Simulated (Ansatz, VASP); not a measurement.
# One calculation of BaHfO3, two programs

Contents of INCAR:

```
  PREC = Accurate
  ENCUT = 520
  EDIFF = 1E-6
  ISMEAR = 0
  SIGMA = 0.01
  LREAL = F
  LASPH = T
  NELM = 100
  ALGO = Normal
  ISIF = 2
  LWAVE = F
  LCHARG = T
  GGA = PE
  LELF = T
  LVHAR = T
  NBANDS = 27
```

KPOINTS

```
regular mesh
0
Gamma
  4 4 4
```

Contents of POSCAR:

```
BaHfO3
1.0
    4.1770517754      0.0000000000      0.0000000000
    0.0000000000      4.1770517754      0.0000000000
    0.0000000000      0.0000000000      4.1770487585
Ba Hf O
1 1 3
Direct
    0.5000000000      0.5000000000      0.9979971537
    0.0000000000      0.0000000000      0.4979944541
    0.0000000000      0.5000000000      0.4980131360
    0.5000000000      0.0000000000      0.4980131360
    0.0000000000      0.0000000000      0.9980039101
```

Input for Ansatz:

```yaml
crystal:
  lattice:
    - [4.1770517754, 0.0, 0.0]
    - [0.0, 4.1770517754, 0.0]
    - [0.0, 0.0, 4.1770487585]
  atoms:
    - { symbol: Ba, position: [0.5, 0.5, 0.9979971537] }
    - { symbol: Hf, position: [0.0, 0.0, 0.4979944541] }
    - { symbol: O, position: [0.0, 0.5, 0.498013136] }
    - { symbol: O, position: [0.5, 0.0, 0.498013136] }
    - { symbol: O, position: [0.0, 0.0, 0.9980039101] }
kpoints:
  mp_grid: { grid: [4, 4, 4] }
hamiltonian:
  xc: pbe
scf:
  occupations: { method: fixed }
  n_extra_bands: 5
  eigensolver: { kind: dense }
output:
  forces: true
  stress: true
  eigenvalues: true
```

Alike in both runs: task single point; functional PBE; k mesh 4 × 4 × 4; no spin polarisation.

|  | VASP | Ansatz |
| --- | --- | --- |
| version | VASP 6.6.1 | Ansatz 0.2.0 |
| potentials or method | VASP PAW PBE potentials, release 64 (Ba_sv, Hf_pv, O) | plane waves |
| plane-wave cutoff (eV) | 520 | 420 |
| occupations | gaussian, width 0.01 eV | fixed |
| valence electrons in the cell | 38 | 54 |

Ansatz gave:

```
gap on the k mesh at the Fermi level (eV) : 3.66
pressure (GPa)                            : 3.4
```

Q: Estimate VASP's values.

A: gap on the k mesh at the Fermi level (eV): 3.57; pressure (GPa): 2.9.

VASP's potentials hold 38 valence electrons a cell and Ansatz's 54, so a difference there can come from the potentials and not from the codes. Ansatz's warnings: structure snapped to symmetry.

Neither program's run includes spin-orbit coupling.
